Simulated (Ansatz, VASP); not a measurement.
# ZnS in VASP and in Ansatz

File INCAR:

```
SYSTEM = ZnS
PREC = Accurate
ENCUT = 520
EDIFF = 1E-6
ISMEAR = 0
SIGMA = 0.01
LREAL = .FALSE.
LASPH = .TRUE.
NELM = 80
ALGO = Normal
ISIF = 2
LWAVE = .FALSE.
LCHARG = .FALSE.
GGA = PE
NBANDS = 26
```

The input KPOINTS:

```
regular mesh
0
G
  6 6 4
  0 0 0
```

POSCAR

```
ZnS
1.0
    3.7665223202      0.0000000000      0.0000000000
   -1.8832611601      3.2619040132      0.0000000000
    0.0000000000      0.0000000000      6.1766695031
Zn S
2 2
Direct
    0.3333333333      0.6666666667      0.0002443153
    0.6666666667      0.3333333333      0.5002443153
    0.3333333333      0.6666666667      0.3747556847
    0.6666666667      0.3333333333      0.8747556847
```

Input for Ansatz:

```yaml
crystal:
  lattice:
    - [3.7665223202, 0.0, 0.0]
    - [-1.8832611601, 3.2619040132, 0.0]
    - [0.0, 0.0, 6.1766695031]
  atoms:
    - { symbol: Zn, position: [0.3333333333, 0.6666666667, 0.0002443153] }
    - { symbol: Zn, position: [0.6666666667, 0.3333333333, 0.5002443153] }
    - { symbol: S, position: [0.3333333333, 0.6666666667, 0.3747556847] }
    - { symbol: S, position: [0.6666666667, 0.3333333333, 0.8747556847] }
kpoints:
  mp_grid: { grid: [6, 6, 4] }
hamiltonian:
  xc: pbe
scf:
  occupations: { method: fixed }
  n_extra_bands: 5
output:
  forces: true
  stress: true
  eigenvalues: true
```

Alike in both runs: task single point; functional PBE; k mesh 6 × 6 × 4; no spin polarisation.

|  | VASP | Ansatz |
| --- | --- | --- |
| version | VASP 6.6.1 | Ansatz 0.2.0 |
| potentials or method | VASP PAW PBE potentials, release 64 (Zn, S) | plane waves, PAW |
| plane-wave cutoff (eV) | 520 | 420 |
| occupations | gaussian, width 0.01 eV | fixed |
| valence electrons in the cell | 36 | 36 |

VASP gave:

```
gap on the k mesh at the Fermi level (eV) : 2.36
pressure (GPa)                            : 5.1
rms of the force components (eV/Å)        : 0.009
```

Question: What did Ansatz give for the same quantities?

Answer: gap on the k mesh at the Fermi level (eV): 2.36; pressure (GPa): 4.9; rms of the force components (eV/Å): 0.009.

Atom by atom the forces differ by 0.000 eV/Å (rms over components).
